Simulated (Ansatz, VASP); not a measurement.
# Hg: VASP beside Ansatz

```
Hg
1.0
     3.23290    0.00000    0.00000
    -1.61645    2.79977    0.00000
     0.00000    0.00000    5.05540
Hg
2
Direct
  0.66667 0.33333 0.75000
  0.33333 0.66667 0.25000
```

Alike in both runs: task single point; functional PBEsol; dispersion D3(BJ); k mesh 18 × 18 × 10; occupations gaussian, width 0.15 eV; no spin polarisation.

```csv
,VASP,Ansatz
version,VASP 6.6.1,Ansatz 0.2.0
potentials or method,"VASP PAW PBE potentials, release 64 (Hg), cutoff 520 eV","scalar-relativistic, plane waves, PAW"
valence electrons in the cell,24,40
```

|  | VASP | Ansatz | Ansatz less VASP |
| --- | --- | --- | --- |
| gap on the k mesh at the Fermi level (eV) | none | none | - |
| pressure (GPa) | -1.5 | -1.9 | -0.43 |

VASP's potentials were made for PBE, not for PBEsol. A gap of «none» marks a metal or a gap that the smearing closes. VASP's potentials hold 24 valence electrons a cell and Ansatz's 40, so a difference there can come from the potentials and not from the codes.

Spin-orbit coupling is off throughout.
